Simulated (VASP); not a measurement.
# Hf2Si (I4/mcm) in VASP: a series of runs

Hf2Si is run at these levels: r2SCAN; tasks: single point.

Everything below comes from runs of VASP 6.6.1. Logs are shortened: lines on timing, memory, paths and dates and some standing lists are left out, and cuts for length are marked.

**1. The cell of the first run**

It takes space group I4/mcm (No. 140, tetragonal). Conventional cell: a = 6.551 Å, b = 6.551 Å, c = 5.166 Å, α = 90.00°, β = 90.00°, γ = 90.00°. Within 3.7 Å of Hf (site symmetry m2m) lie 4 Si at 2.79 Å and 11 Hf at 2.90 to 3.50 Å. Si (site symmetry 422) has 2 Si at 2.58 Å and 8 Hf at 2.79 Å within 3.4 Å.

**2. Single point, r2SCAN**

POSCAR reads:

```
Hf2Si
1.0
   -3.2753522240      3.2753522240      2.5828233930
    3.2753522240     -3.2753522240      2.5828233930
    3.2753522240      3.2753522240     -2.5828233930
Hf Si
4 2
Direct
    0.8435136200      0.6564863800      0.5000000000
    0.3435136200      0.8435136200      0.1870272400
    0.1564863800      0.3435136200      0.5000000000
    0.6564863800      0.1564863800      0.8129727600
    0.7500000000      0.7500000000      0.0000000000
    0.2500000000      0.2500000000      0.0000000000
```

INCAR.step1 reads:

```
SYSTEM = Hf2Si
ALGO     = Normal         ! electronic algorithm
EDIFF    = 1E-4           ! SCF threshold, eV
ENCUT    = 520            ! plane-wave cutoff, eV
GGA      = PE             ! functional
ISMEAR   = 0              ! smearing method
LASPH    = .TRUE.         ! aspherical terms in the spheres
LCHARG   = .FALSE.        ! write CHGCAR
LREAL    = .FALSE.        ! projectors in reciprocal space
LWAVE    = .TRUE.         ! write WAVECAR
NBANDS   = 33             ! bands
NELM     = 60             ! most SCF steps
PREC     = Accurate       ! precision mode
SIGMA    = 0.1            ! smearing width, eV
```

INCAR.step2 reads:

```
SYSTEM = Hf2Si
ALGO     = Normal         ! electronic algorithm
EDIFF    = 1E-6           ! SCF threshold, eV
ENCUT    = 520            ! plane-wave cutoff, eV
ISIF     = 2              ! what is computed and relaxed
ISMEAR   = 0              ! smearing method
ISTART   = 1            
LASPH    = .TRUE.         ! aspherical terms in the spheres
LCHARG   = .FALSE.        ! write CHGCAR
LMIXTAU  = .TRUE.       
LREAL    = .FALSE.        ! projectors in reciprocal space
LWAVE    = .FALSE.        ! write WAVECAR
METAGGA  = R2SCAN         ! meta-GGA
NBANDS   = 33             ! bands
NELM     = 60             ! most SCF steps
PREC     = Accurate       ! precision mode
SIGMA    = 0.1            ! smearing width, eV
```

KPOINTS reads:

```
k-points
0
G
  1 1 1
  0 0 0
```

Potentials or basis: VASP PAW PBE potentials, release 64 (Hf_pv, Si).

Run with:

```console
cat potpaw_PBE.64/Hf_pv/POTCAR potpaw_PBE.64/Si/POTCAR > POTCAR
cp INCAR.step1 INCAR
mpirun -np 1 vasp_gam > vasp.out
cp INCAR.step2 INCAR
mpirun -np 1 vasp_gam > vasp.out
```

OUTCAR:

```text
SYSTEM = Hf2Si
   EDIFF = 1E-6
   ENCUT = 520
   ISIF = 2
   ISMEAR = 0
   ISTART = 1
   LASPH = .TRUE.
   LREAL = .FALSE.
   METAGGA = R2SCAN
   NELM = 60
   PREC = Accurate

 ion  position               nearest neighbor table
   1  0.844  0.656  0.500-   6 2.79   5 2.79   5 2.79   6 2.79   3 2.90   3 3.11   3 3.11   4 3.30
                             2 3.30   4 3.30   2 3.30   4 3.50   2 3.50   2 3.50   4 3.50
   2  0.344  0.844  0.187-   5 2.79   6 2.79   6 2.79   5 2.79   4 2.90   4 3.11   4 3.11   1 3.30
                             3 3.30   3 3.30   1 3.30   1 3.50   3 3.50   1 3.50   3 3.50
   3  0.156  0.344  0.500-   5 2.79   6 2.79   6 2.79   5 2.79   1 2.90   1 3.11   1 3.11   4 3.30
                             2 3.30   4 3.30   2 3.30   4 3.50   2 3.50   4 3.50   2 3.50
   4  0.656  0.156  0.813-   5 2.79   6 2.79   6 2.79   5 2.79   2 2.90   2 3.11   2 3.11   1 3.30
                             3 3.30   3 3.30   1 3.30   1 3.50   3 3.50   1 3.50   3 3.50
   5  0.750  0.750  0.000-   6 2.58   6 2.58   2 2.79   4 2.79   4 2.79   2 2.79   1 2.79   1 2.79
                             3 2.79   3 2.79
   6  0.250  0.250  0.000-   5 2.58   5 2.58   2 2.79   4 2.79   4 2.79   2 2.79   3 2.79   1 2.79
                             1 2.79   3 2.79

  LATTYP: Found a body centered tetragonal cell.
 ALAT       =     6.5507044480
 C/A-ratio  =     0.7885635548

  Lattice vectors:

 A1 = (  -3.2753522240,   3.2753522240,   2.5828233930)
 A2 = (   3.2753522240,  -3.2753522240,   2.5828233930)
 A3 = (   3.2753522240,   3.2753522240,  -2.5828233930)

Analysis of symmetry for initial positions (statically):
=====================================================================
 Subroutine PRICEL returns:
 Original cell was already a primitive cell.

 Routine SETGRP: Setting up the symmetry group for a
 body centered tetragonal supercell.

 Subroutine GETGRP returns: Found 16 space group operations
 (whereof  8 operations were pure point group operations)
 out of a pool of 16 trial point group operations.

The static configuration has the point symmetry C_4h.
 The point group associated with its full space group is D_4h.

Analysis of symmetry for dynamics (positions and initial velocities):
=====================================================================
 Subroutine PRICEL returns:
 Original cell was already a primitive cell.

 Routine SETGRP: Setting up the symmetry group for a
 body centered tetragonal supercell.

 Subroutine GETGRP returns: Found 16 space group operations
 (whereof  8 operations were pure point group operations)
 out of a pool of 16 trial point group operations.

The dynamic configuration has the point symmetry C_4h.
[... 90 lines left out ...]
   ISIF   =      2    stress and relaxation
   ISYM   =      2    0-nonsym 1-usesym 2-fastsym
   POTIM  = 0.5000    time-step for ionic-motion
   TEBEG  =    0.0;   TEEND  =   0.0 temperature during run
   PSTRESS=    0.0 pullay stress
   NELECT =      48.0000    total number of electrons
   NUPDOWN=      -1.0000    fix difference up-down
   EMIN   =  10.00;   EMAX   =-10.00  energy-range for DOS
   EFERMI =   0.00;   METHOD = LEGACY
   ISMEAR =     0;   SIGMA  =   0.10  broadening in eV -4-tet -1-fermi 0-gaus
   EFERMI_NEDOS =   21; number of points for ismear=-14 and -15
   IALGO  =     38    algorithm
   IMIX   =      4    mixing-type and parameters
     AMIX     =   0.40;   BMIX     =  1.00
     AMIX_MAG =   1.60;   BMIX_MAG =  1.00
  volume/ion in A,a.u.               =      18.47       124.66
  Fermi-wavevector in a.u.,A,eV,Ry     =   1.238602  2.340618 20.873162  1.534134
  Thomas-Fermi vector in A             =   2.373120
   LORBIT       =      0    0 simple, 1 ext, 2 COOP (PROOUT), +10 PAW based schemes
   METAGGA = R2SCAN    functional components
   LHFCALC =     F    Hartree Fock is set to
   AEXX    =    0.0000 exact exchange contribution
   IVDW    =     0    specifies the selected vdW correction
   LEPSILON=     F    determine dielectric tensor
   LRPA    =     F    only Hartree local field effects (RPA)
 non-spin polarized calculation
 Gauss-broadening in eV      SIGMA  =   0.10
  energy-cutoff  :      520.00
  volume of cell :      110.83
 maximum number of plane-waves:      1497
 NGX is ok and might be reduce to    40
   NGX = 19   NGY = 19   NGZ = 19

 number of electron      48.0000004 magnetization

 Free energy of the ion-electron system (eV)
  ---------------------------------------------------
  ext. energy  EPLUGINS =         0.00000000
  ---------------------------------------------------
  free energy    TOTEN  =      -204.52938868 eV

  energy without entropy =     -204.52938868  energy(sigma->0) =     -204.52938868

 E-fermi :   5.5173     XC(G=0): -12.3901

 val. band max:        5.0303580334   @ k =   0.0000   0.0000   0.0000
 cond. band min:       8.0194196531   @ k =   0.0000   0.0000   0.0000
 fundamental gap:      2.9890616197
 Fermi energy:         5.5172687326

 k-point     1 :       0.0000    0.0000    0.0000
  band No.  band energies     occupation
      1     -25.7514      2.00000
      2     -25.7482      2.00000
      3     -25.5657      2.00000
      4     -25.5657      2.00000
      5     -25.4317      2.00000
      6     -25.4235      2.00000
[... 25 lines left out ...]
     32       9.8019      0.00000
     33      10.7819      0.00000

------------------------ aborting loop because EDIFF is reached ----------------------------------------

  FORCE on cell =-STRESS in cart. coord.  units (eV):
  Direction    XX          YY          ZZ          XY          YZ          ZX
  --------------------------------------------------------------------------------------
  -------------------------------------------------------------------------------------
  Total       -1.9588392     -1.9588392      1.9762588      0.0000000     -0.0000000      0.0000000
  in kB      -28.3164395    -28.3164395     28.5682529      0.0000000     -0.0000000      0.0000000
  external PRESSURE =      -9.3548754 kB  Pullay stress =       0.0000000 kB

 VOLUME and BASIS-vectors are now :
 -----------------------------------------------------------------------------
  energy-cutoff  :      520.00
  volume of cell :      110.83
      direct lattice vectors                 reciprocal lattice vectors
    -3.275352224  3.275352224  2.582823393     0.000000000  0.152655338  0.193586600
     3.275352224 -3.275352224  2.582823393     0.152655338  0.000000000  0.193586600
     3.275352224  3.275352224 -2.582823393     0.152655338  0.152655338  0.000000000

 POSITION                                       TOTAL-FORCE (eV/Angst)
 -----------------------------------------------------------------------------------
      1.02510      2.25026      2.58282        -1.212383      1.212383     -0.000000
      2.25026     -1.02510      2.58282         1.212383      1.212383     -0.000000
      2.25026      1.02510      0.00000         1.212383     -1.212383     -0.000000
      1.02510      4.30045     -0.00000        -1.212383     -1.212383      0.000000
      0.00000      0.00000      3.87424        -0.000000     -0.000000      0.000000
      0.00000      0.00000      1.29141         0.000000     -0.000000      0.000000
 -----------------------------------------------------------------------------------
    total drift:                               -0.000000      0.000000     -0.000000

  FREE ENERGIE OF THE ION-ELECTRON SYSTEM (eV)
  ---------------------------------------------------
  free  energy   TOTEN  =      -204.5293886759 eV

  energy  without entropy=     -204.5293886759  energy(sigma->0) =     -204.52938868
```

It took 2 min on 1 thread of Intel Xeon 8259CL, shared host; peak memory 0.25 GiB.

Results:

```
Free energy   : -204.5294 eV
Pressure      : -0.9 GPa
Largest force : 1.715 eV/Å
```

Forces in eV/Å, atoms in the order of the input:
```
Hf  -1.212  1.212  0.000
Hf   1.212  1.212  0.000
Hf   1.212 -1.212  0.000
Hf  -1.212 -1.212  0.000
Si   0.000  0.000  0.000
Si   0.000  0.000  0.000
```

Caveat: the k points lie up to 1.55 Å⁻¹ apart; the PAW data sets were made with another functional, which shifts forces and pressure a little; spin-orbit coupling is left out, which moves the levels of the heavy elements.

**3. Single point, r2SCAN**

POSCAR is that of step 2.

INCAR.step1 reads:

```
PREC = Accurate
ENCUT = 520
ISMEAR = 0
SIGMA = 0.1
LREAL = F
LASPH = T
NELM = 60
NBANDS = 33
GGA = PE
ALGO = Normal
EDIFF = 1E-4
LWAVE = T
LCHARG = F
```

INCAR.step2 reads:

```
PREC = Accurate
ENCUT = 520
EDIFF = 1E-6
ISMEAR = 0
SIGMA = 0.1
LREAL = F
LASPH = T
NELM = 60
ALGO = Normal
ISIF = 2
LWAVE = F
LCHARG = F
METAGGA = R2SCAN
LMIXTAU = T
NBANDS = 33
ISTART = 1
```

KPOINTS reads:

```
regular mesh
0
Gamma
  2 2 2
```

Potentials or basis: VASP PAW PBE potentials, release 64 (Hf_pv, Si).

Run with:

```console
cat potpaw_PBE.64/Hf_pv/POTCAR potpaw_PBE.64/Si/POTCAR > POTCAR
cp INCAR.step1 INCAR
mpirun -np 1 vasp_std > vasp.out
cp INCAR.step2 INCAR
mpirun -np 1 vasp_std > vasp.out
```

It took 3.3 min on 1 thread of Intel Xeon 8259CL, shared host; peak memory 0.26 GiB.

It converged, with:

| Property | Result |
| --- | --- |
| Free energy | -202.4974 eV |
| Pressure | -0.2 GPa |
| Largest force | 0.181 eV/Å |
| Band gap on the k mesh | zero (bands 24 and 25 overlap by 0.15 eV) |

Forces on the atoms (eV/Å):
```
Hf   0.128 -0.128  0.000
Hf  -0.128 -0.128  0.000
Hf  -0.128  0.128  0.000
Hf   0.128  0.128  0.000
Si   0.000  0.000  0.000
Si   0.000  0.000  0.000
```

Stress tensor (GPa, compression positive):
```
-2.95  0.00  0.00
 0.00 -2.95  0.00
 0.00  0.00  5.30
```

Levels at points of the mesh, in eV from the Fermi level:
```csv
k point,band 22,band 23,band 24,band 25,band 26,band 27
"(0.00, 0.00, 0.00)",-1.55,-1.29,-1.14,2.09,2.14,2.20
"(0.50, 0.00, 0.00)",-0.96,-0.67,-0.67,0.07,0.07,2.03
"(0.50, 0.50, 0.00)",-1.32,-0.96,-0.65,1.29,1.35,1.72
"(0.50, 0.50, 0.50)",-0.65,-0.03,0.22,0.29,0.29,1.32
```

Caveat: the k points lie up to 0.77 Å⁻¹ apart; the PAW data sets were made with another functional, which shifts forces and pressure a little; spin-orbit coupling is left out, which moves the levels of the heavy elements.

(Part 1 of 2 ends here.)
